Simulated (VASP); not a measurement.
Here is a VASP 6.6.1 calculation.

The input INCAR:

```
ALGO = Normal
EDIFF = 1E-6
EDIFFG = -0.02
ENCUT = 520
GGA = PE
IBRION = 2
ISIF = 2
ISMEAR = -1
LASPH = True
LCHARG = False
LREAL = False
LWAVE = False
NELM = 80
NSW = 80
PREC = Accurate
SIGMA = 0.02
```

KPOINTS

```
k-points
0
Gamma
  4 4 3
```

POSCAR

```
SiO2
1.0
    4.9570000000      0.0000000000      0.0000000000
    0.0000000000      4.9570000000      0.0000000000
    0.0000000000      0.0000000000      6.8903000000
Si O
4 8
Direct
    0.3047000000      0.3047000000      0.0000000000
    0.1953000000      0.8047000000      0.2500000000
    0.6953000000      0.6953000000      0.5000000000
    0.8047000000      0.1953000000      0.7500000000
    0.2381000000      0.1109000000      0.1826000000
    0.3891000000      0.7381000000      0.4326000000
    0.7619000000      0.8891000000      0.6826000000
    0.6109000000      0.2619000000      0.9326000000
    0.7381000000      0.3891000000      0.5674000000
    0.8891000000      0.7619000000      0.3174000000
    0.2619000000      0.6109000000      0.0674000000
    0.1109000000      0.2381000000      0.8174000000
```

Potentials or basis: VASP PAW PBE potentials, release 64 (Si, O).

Run with:

```sh
$ cat potpaw_PBE.64/Si/POTCAR potpaw_PBE.64/O/POTCAR > POTCAR
$ mpirun -np 1 vasp_std > vasp.out
```

Problem. Predict the energy gained by relaxing.

Solution. 7.0 meV/atom.

Problem. Predict the band gap on the k mesh.

Solution. 5.63 eV.

Forces on the atoms (eV/Å):
```
Si   0.001  0.001  0.000
Si  -0.001  0.001  0.000
Si  -0.001 -0.001  0.000
Si   0.001 -0.001  0.000
O   -0.015 -0.003 -0.002
O    0.003 -0.015 -0.002
O    0.015  0.003 -0.002
O   -0.003  0.015 -0.002
O   -0.015  0.003  0.002
O    0.003  0.015  0.002
O    0.015 -0.003  0.002
O   -0.003 -0.015  0.002
```
